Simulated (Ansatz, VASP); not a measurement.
## Be in VASP and in Ansatz

```
CELL_PARAMETERS angstrom
0.00000 2.48068 2.48068
2.48068 0.00000 2.48068
2.48068 2.48068 0.00000
ATOMIC_POSITIONS crystal
Be 0.00000 0.00000 0.00000
Be 0.25000 0.25000 0.25000
```

Change from the starting cell: volume scaled by 1.04.

Alike in both runs: task single point; functional PBE; k mesh 13 × 13 × 13; occupations fermi-dirac, width 0.08 eV; no spin polarisation.

```csv
,VASP,Ansatz
version,VASP 6.6.1,Ansatz 0.2.0
potentials or method,"VASP PAW PBE potentials, release 64 (Be), cutoff 520 eV","all-electron LAPW, scalar-relativistic"
```

```csv
,VASP,Ansatz,Ansatz less VASP
pressure (GPa),-1.6,-1.6,-0.03
```

Ansatz ran all-electron here, and VASP with PAW potentials.
